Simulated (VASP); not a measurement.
Ba:

```
Ba
1.0
    -2.45533    2.45533    2.45533
     2.45533   -2.45533    2.45533
     2.45533    2.45533   -2.45533
Ba
1
Direct
  0.00000 0.00000 0.00000
```

This cell differs from its parent crystal: volume scaled by 0.94.

Base run:

```yaml
Program: VASP 6.6.1
Functional: PBE
Potentials_or_basis: VASP PAW PBE potentials, release 64 (Ba_sv)
Cutoff: 520 eV
k_mesh: 8 × 8 × 8
Occupations: fermi-dirac, width 0.05 eV
Spin: no spin polarisation
```

Its results: band gap on the k mesh zero (band 5 reaches 2.44 eV, above the bottom of band 6 at 1.22 eV); pressure 0.7 GPa.

Q: The run is repeated on the same cell with these changes: functional from PBE to PBEsol. What comes out?

A: Band gap on the k mesh zero (band 5 reaches 2.32 eV, above the bottom of band 6 at 1.11 eV); pressure -0.1 GPa.

PBEsol binds more tightly than PBE, so the same cell stands under less pressure.

Caveats: spin-orbit coupling is left out, which moves the levels of the heavy elements; the PAW data sets were made with another functional, which shifts forces and pressure a little (some runs).
